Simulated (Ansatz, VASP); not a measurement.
## Nb in VASP and in Ansatz

```xyz
1
Lattice="0.0000 2.1150 2.1785 2.1150 0.0000 2.1785 2.1150 2.1150 0.0000" Properties=species:S:1:pos:R:3 pbc="T T T"
Nb    0.0000    0.0000    0.0000
```

Change from the starting cell: zz strain of +3 %, PAW files.

Alike in both runs: task electric field gradients; functional PBEsol; k mesh 13 × 13 × 13; occupations fermi-dirac, width 0.08 eV; no spin polarisation.

|  | VASP | Ansatz |
| --- | --- | --- |
| version | VASP 6.6.1 | Ansatz 0.2.0 |
| potentials or method | VASP PAW PBE potentials, release 64 (Nb_sv) | PAW with Ansatz's default frozen-core files, scalar-relativistic |
| plane-wave cutoff (eV) | 520 | 420 |
| valence electrons in the cell | 13 | 13 |

|  | VASP | Ansatz | Ansatz less VASP |
| --- | --- | --- | --- |
| pressure (GPa) | -11.3 | -11.0 | +0.26 |
| traceless stress, the component that is largest in VASP (GPa) | 4.08 | 4.11 | +0.037 |
| size of Vzz on the site where it differs most (V/Å²) | 13.9 | 13.8 | -0.10 |

VASP's potentials were made for PBE, not for PBEsol.
